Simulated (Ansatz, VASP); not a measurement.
# Two plane-wave programs on Ag

The input INCAR:

```
SYSTEM = Ag
  PREC = Accurate
  ENCUT = 600
  EDIFF = 1E-6
  ISMEAR = -1
  SIGMA = 0.1
  LREAL = .FALSE.
  LASPH = .TRUE.
  NELM = 100
  ALGO = Normal
  ISIF = 3
  LWAVE = .FALSE.
  LCHARG = .FALSE.
  GGA = PE
  IBRION = 2
  NSW = 80
  EDIFFG = -0.01
```

KPOINTS

```
regular mesh
0
G
  13 13 3
  0 0 0
```

Contents of POSCAR:

```
Ag
1.0
    2.8861989086      0.0000000000      0.0000000000
   -1.4430994543      2.4995215753      0.0000000000
    0.0000000000      0.0000000000     10.0000000000
Ag
4
Direct
    0.3333333333      0.6666666667      0.2500000000
    0.6666666667      0.3333333333      0.7500000000
    0.0000000000      0.0000000000      0.0000000000
    0.0000000000      0.0000000000      0.5000000000
```

Input for Ansatz:

```yaml
crystal:
  lattice:
    - [2.8861989086, 0.0, 0.0]
    - [-1.4430994543, 2.4995215753, 0.0]
    - [0.0, 0.0, 10.0]
  atoms:
    - { symbol: Ag, position: [0.3333333333, 0.6666666667, 0.25] }
    - { symbol: Ag, position: [0.6666666667, 0.3333333333, 0.75] }
    - { symbol: Ag, position: [0.0, 0.0, 0.0] }
    - { symbol: Ag, position: [0.0, 0.0, 0.5] }
hamiltonian:
  xc: pbe
  pseudopotentials:
    kind: paw
    azcp:
      Ag: "pseudopotentials/Ag.paw.azcp"
basis:
  ecutwfc: 420
  fft_grid_basis: typed
kpoints:
  mp_grid: { grid: [13, 13, 3], shift: [0, 0, 0] }
magnetization:
  spin_polarized: false
scf:
  occupations: { method: fermi_dirac, width: 0.1 }
relax:
  max_steps: 60
  f_tol: 0.01
  cell: {}
```

Alike in both runs: task relaxation of cell and atoms; functional PBE; k mesh 13 × 13 × 3; occupations fermi-dirac, width 0.1 eV; no spin polarisation.

```csv
,VASP,Ansatz
version,VASP 6.6.1,Ansatz 0.2.0
potentials or method,"VASP PAW PBE potentials, release 64 (Ag), cutoff 600 eV","plane waves (420 eV) with PAW, scalar-relativistic"
valence electrons in the cell,44,76
```

```tsv
	VASP	Ansatz	Ansatz less VASP
relaxed volume (Å³/atom)	17.81	17.85	+0.033
relaxed length of the cell vector where the two differ most in proportion (Å)	2.919	2.922	+0.0029
```

VASP's potentials hold 44 valence electrons a cell and Ansatz's 76, so a difference there can come from the potentials and not from the codes.
